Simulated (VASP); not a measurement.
# Ga4SbAs3 in VASP: notebook, part 2 of 2

VASP 6.6.1. Earlier steps stand in the parts before.

### 5 Single point, PBE

The input, INCAR:

```
PREC = Accurate
ENCUT = 520
EDIFF = 1E-7
ISMEAR = 0
SIGMA = 0.2
LREAL = F
LASPH = T
NELM = 100
ALGO = Normal
ISIF = 2
LWAVE = F
LCHARG = T
GGA = PE
LELF = T
LVHAR = T
NBANDS = 46
```

The input, KPOINTS:

```
regular mesh
0
Gamma
  4 4 4
```

The input, POSCAR:

```
Ga4SbAs3
1.0
    5.8676540000      0.0000000000      0.0000000000
    0.0000000000      5.8676540000      0.0000000000
    0.0000000000      0.0000000000      5.8676540000
Ga Sb As
4 1 3
Direct
    0.2417920000      0.7582080000      0.7582080000
    0.2417920000      0.2417920000      0.2417920000
    0.7582080000      0.7582080000      0.2417920000
    0.7582080000      0.2417920000      0.7582080000
    0.5000000000      0.5000000000      0.5000000000
    0.0000000000      0.5000000000      0.0000000000
    0.0000000000      0.0000000000      0.5000000000
    0.5000000000      0.0000000000      0.0000000000
```

Potentials or basis: VASP PAW PBE potentials, release 64 (Ga_d, Sb, As).

Started as:

```console
$ cat potpaw_PBE.64/Ga_d/POTCAR potpaw_PBE.64/Sb/POTCAR potpaw_PBE.64/As/POTCAR > POTCAR
$ mpirun -np 1 vasp_std > vasp.out
```

OUTCAR:

```text
PREC = Accurate
   ENCUT = 520
   EDIFF = 1E-7
   ISMEAR = 0
   LREAL = F
   LASPH = T
   NELM = 100
   ISIF = 2
   GGA = PE

 ion  position               nearest neighbor table
   1  0.242  0.758  0.758-   6 2.51   7 2.51   8 2.51   5 2.62
   2  0.242  0.242  0.242-   6 2.51   7 2.51   8 2.51   5 2.62
   3  0.758  0.758  0.242-   6 2.51   7 2.51   8 2.51   5 2.62
   4  0.758  0.242  0.758-   6 2.51   7 2.51   8 2.51   5 2.62
   5  0.500  0.500  0.500-   1 2.62   2 2.62   3 2.62   4 2.62
   6  0.000  0.500  0.000-   1 2.51   2 2.51   3 2.51   4 2.51
   7  0.000  0.000  0.500-   1 2.51   2 2.51   3 2.51   4 2.51
   8  0.500  0.000  0.000-   1 2.51   2 2.51   3 2.51   4 2.51

  LATTYP: Found a simple cubic cell.
 ALAT       =     5.8676540000

  Lattice vectors:

 A1 = (   5.8676540000,   0.0000000000,   0.0000000000)
 A2 = (   0.0000000000,   5.8676540000,   0.0000000000)
 A3 = (   0.0000000000,   0.0000000000,   5.8676540000)

Analysis of symmetry for initial positions (statically):
=====================================================================
 Subroutine PRICEL returns:
 Original cell was already a primitive cell.

 Routine SETGRP: Setting up the symmetry group for a
 simple cubic supercell.

 Subroutine GETGRP returns: Found 24 space group operations
 (whereof 24 operations were pure point group operations)
 out of a pool of 48 trial point group operations.

The static configuration has the point symmetry T_d .

Analysis of symmetry for dynamics (positions and initial velocities):
=====================================================================
 Subroutine PRICEL returns:
 Original cell was already a primitive cell.

 Routine SETGRP: Setting up the symmetry group for a
 simple cubic supercell.

 Subroutine GETGRP returns: Found 24 space group operations
 (whereof 24 operations were pure point group operations)
 out of a pool of 48 trial point group operations.

The dynamic configuration has the point symmetry T_d .

 Subroutine INISYM returns: Found 24 space group operations
 (whereof 24 operations are pure point group operations),
 and found     1 'primitive' translations

----------------------------------------------------------------------------------------

                                     Primitive cell

  volume of cell :     202.0196

  direct lattice vectors                    reciprocal lattice vectors
     5.867654000  0.000000000  0.000000000     0.170425864  0.000000000  0.000000000
     0.000000000  5.867654000  0.000000000     0.000000000  0.170425864  0.000000000
     0.000000000  0.000000000  5.867654000     0.000000000  0.000000000  0.170425864

  length of vectors
     5.867654000  5.867654000  5.867654000     0.170425864  0.170425864  0.170425864

  position of ions in fractional coordinates (direct lattice)
     0.241792000  0.758208000  0.758208000
     0.241792000  0.241792000  0.241792000
     0.758208000  0.758208000  0.241792000
     0.758208000  0.241792000  0.758208000
     0.500000000  0.500000000  0.500000000
     0.000000000  0.500000000  0.000000000
     0.000000000  0.000000000  0.500000000
     0.500000000  0.000000000  0.000000000

  ion indices of the primitive-cell ions
[... 43 lines left out ...]
  0.500000  0.500000  0.000000      3.000000
  0.250000  0.250000  0.250000      8.000000
  0.500000  0.250000  0.250000     12.000000
  0.500000  0.500000  0.250000      6.000000
  0.500000  0.500000  0.500000      1.000000
   k-points           NKPTS =     10   k-points in BZ     NKDIM =     10   number of bands    NBANDS=     46
   number of dos      NEDOS =    301   number of ions     NIONS =      8
   total plane-waves  NPLWV = 110592
   dimension x,y,z NGX =    48 NGY =   48 NGZ =   48
   dimension x,y,z NGXF=    96 NGYF=   96 NGZF=   96
   ions per type =               4   1   3
   NGX,Y,Z   is equivalent  to a cutoff of  13.60, 13.60, 13.60 a.u.
   NGXF,Y,Z  is equivalent  to a cutoff of  27.20, 27.20, 27.20 a.u.
 SYSTEM =  unknown system
   PREC   = accura    normal or accurate (medium, high low for compatibility)
   ISTART =      0    job   : 0-new  1-cont  2-samecut
   ICHARG =      2    charge: 1-file 2-atom 10-const
   ISPIN  =      1    spin polarized calculation?
   LNONCOLLINEAR =      F non collinear calculations
   LSORBIT =      F    spin-orbit coupling
   LASPH  =      T    aspherical Exc in radial PAW
   ENCUT  =  520.0 eV  38.22 Ry    6.18 a.u.  10.91 10.91 10.91*2*pi/ulx,y,z
   NELM   =    100;   NELMIN=  2; NELMDL= -5     # of ELM steps
   EDIFF  = 0.1E-06   stopping-criterion for ELM
   LREAL  =      F    real-space projection
   EDIFFG = 0.1E-05   stopping-criterion for IOM
   NSW    =      0    number of steps for IOM
   IBRION =     -1    ionic relax: 0-MD 1-quasi-New 2-CG
   NFREE  =      0    steps in history (QN), initial steepest desc. (CG)
   ISIF   =      2    stress and relaxation
   ISYM   =      2    0-nonsym 1-usesym 2-fastsym
   POTIM  = 0.5000    time-step for ionic-motion
   TEBEG  =    0.0;   TEEND  =   0.0 temperature during run
   PSTRESS=    0.0 pullay stress
   NELECT =      72.0000    total number of electrons
   NUPDOWN=      -1.0000    fix difference up-down
   EMIN   =  10.00;   EMAX   =-10.00  energy-range for DOS
   EFERMI =   0.00;   METHOD = LEGACY
   ISMEAR =     0;   SIGMA  =   0.20  broadening in eV -4-tet -1-fermi 0-gaus
   EFERMI_NEDOS =   21; number of points for ismear=-14 and -15
   IALGO  =     38    algorithm
   IMIX   =      4    mixing-type and parameters
     AMIX     =   0.40;   BMIX     =  1.00
     AMIX_MAG =   1.60;   BMIX_MAG =  1.00
  volume/ion in A,a.u.               =      25.25       170.41
  Fermi-wavevector in a.u.,A,eV,Ry     =   1.160703  2.193411 18.330202  1.347232
  Thomas-Fermi vector in A             =   2.297283
   LORBIT       =      0    0 simple, 1 ext, 2 COOP (PROOUT), +10 PAW based schemes
   GGA     = PE    functional components
   LHFCALC =     F    Hartree Fock is set to
   AEXX    =    0.0000 exact exchange contribution
   IVDW    =     0    specifies the selected vdW correction
   LEPSILON=     F    determine dielectric tensor
   LRPA    =     F    only Hartree local field effects (RPA)
 non-spin polarized calculation
 Gauss-broadening in eV      SIGMA  =   0.20
  energy-cutoff  :      520.00
  volume of cell :      202.02
 maximum number of plane-waves:      5520
 NGX is ok and might be reduce to    48
   NGX = 21   NGY = 21   NGZ = 21

 number of electron      71.9999990 magnetization

 Free energy of the ion-electron system (eV)
  ---------------------------------------------------
  ext. energy  EPLUGINS =         0.00000000
  ---------------------------------------------------
  free energy    TOTEN  =       -31.98322059 eV

  energy without entropy =      -31.97702251  energy(sigma->0) =      -31.98012155

 E-fermi :   3.8769     XC(G=0):  -9.2398

 val. band max:        3.8018194592   @ k =   0.0000   0.0000   0.0000
 cond. band min:       4.2424951350   @ k =   0.5000   0.5000   0.5000
 fundamental gap:      0.4406756758
 Fermi energy:         3.8768572682

 k-point     1 :       0.0000    0.0000    0.0000
  band No.  band energies     occupation
      1     -11.1128      2.00000
      2     -11.1128      2.00000
      3     -11.1002      2.00000
      4     -11.0333      2.00000
      5     -11.0333      2.00000
      6     -11.0333      2.00000
[... 479 lines left out ...]
     45       8.0852      0.00000
     46       8.0854      0.00000

------------------------ aborting loop because EDIFF is reached ----------------------------------------

  FORCE on cell =-STRESS in cart. coord.  units (eV):
  Direction    XX          YY          ZZ          XY          YZ          ZX
  --------------------------------------------------------------------------------------
  -------------------------------------------------------------------------------------
  Total        0.2341494      0.2341494      0.2341494      0.0000000     -0.0000000      0.0000000
  in kB        1.8569926      1.8569926      1.8569926      0.0000000     -0.0000000      0.0000000
  external PRESSURE =       1.8569926 kB  Pullay stress =       0.0000000 kB

 VOLUME and BASIS-vectors are now :
 -----------------------------------------------------------------------------
  energy-cutoff  :      520.00
  volume of cell :      202.02
      direct lattice vectors                 reciprocal lattice vectors
     5.867654000  0.000000000  0.000000000     0.170425864  0.000000000  0.000000000
     0.000000000  5.867654000  0.000000000     0.000000000  0.170425864  0.000000000
     0.000000000  0.000000000  5.867654000     0.000000000  0.000000000  0.170425864

 POSITION                                       TOTAL-FORCE (eV/Angst)
 -----------------------------------------------------------------------------------
      1.41875      4.44890      4.44890        -0.003434      0.003434      0.003434
      1.41875      1.41875      1.41875        -0.003434     -0.003434     -0.003434
      4.44890      4.44890      1.41875         0.003434      0.003434     -0.003434
      4.44890      1.41875      4.44890         0.003434     -0.003434      0.003434
      2.93383      2.93383      2.93383         0.000000      0.000000     -0.000000
      0.00000      2.93383      0.00000         0.000000      0.000000     -0.000000
      0.00000      0.00000      2.93383         0.000000      0.000000     -0.000000
      2.93383      0.00000      0.00000         0.000000      0.000000     -0.000000
 -----------------------------------------------------------------------------------
    total drift:                               -0.000000     -0.000000      0.000000

  FREE ENERGIE OF THE ION-ELECTRON SYSTEM (eV)
  ---------------------------------------------------
  free  energy   TOTEN  =       -31.9832205879 eV

  energy  without entropy=      -31.9770225051  energy(sigma->0) =      -31.98012155
```

It took 63 s on 1 thread of Intel Xeon 6975P-C (Granite Rapids), shared host; peak memory 0.37 GiB.

Results:

```yaml
Free_energy: -31.9832 eV
Pressure: 0.2 GPa
Largest_force: 0.006 eV/Å
Band_gap_on_the_k_mesh: zero (filled and empty bands touch)
```

Forces in eV/Å, atoms in the order of the input:
```
Ga  -0.003  0.003  0.003
Ga  -0.003 -0.003 -0.003
Ga   0.003  0.003 -0.003
Ga   0.003 -0.003  0.003
Sb   0.000  0.000  0.000
As   0.000  0.000  0.000
As   0.000  0.000  0.000
As   0.000  0.000  0.000
```

Caveat: spin-orbit coupling is left out, which moves the levels of the heavy elements.

### 6 Overview

```tsv
task	cell	k mesh	cutoff (eV)	smearing	gap on the mesh (eV)	pressure (GPa)	largest force (eV/Å)
single point	a = 5.868, b = 5.868, c = 5.870 Å, 8 atoms	4 × 4 × 4	520	gaussian 0.2 eV	none	0.1	0.01
relaxation of cell and atoms	relaxed from a = 5.868 Å, 8 atoms	6 × 6 × 6	600	gaussian 0.1 eV	none	0.0	-
single point	a = 5.868 Å, 8 atoms	4 × 4 × 4	520	gaussian 0.1 eV	none	0.2	0.01
single point	a = 5.868 Å, 8 atoms	4 × 4 × 4	520	gaussian 0.2 eV	none	0.2	0.01
```

Alike in all rows: level PBE; potentials or basis VASP PAW PBE potentials, release 64 (Ga_d, Sb, As); no spin polarisation.

Caveats: spin-orbit coupling is left out, which moves the levels of the heavy elements.

Total energies depend on the potentials used, so only differences within one code and one set of settings carry meaning.
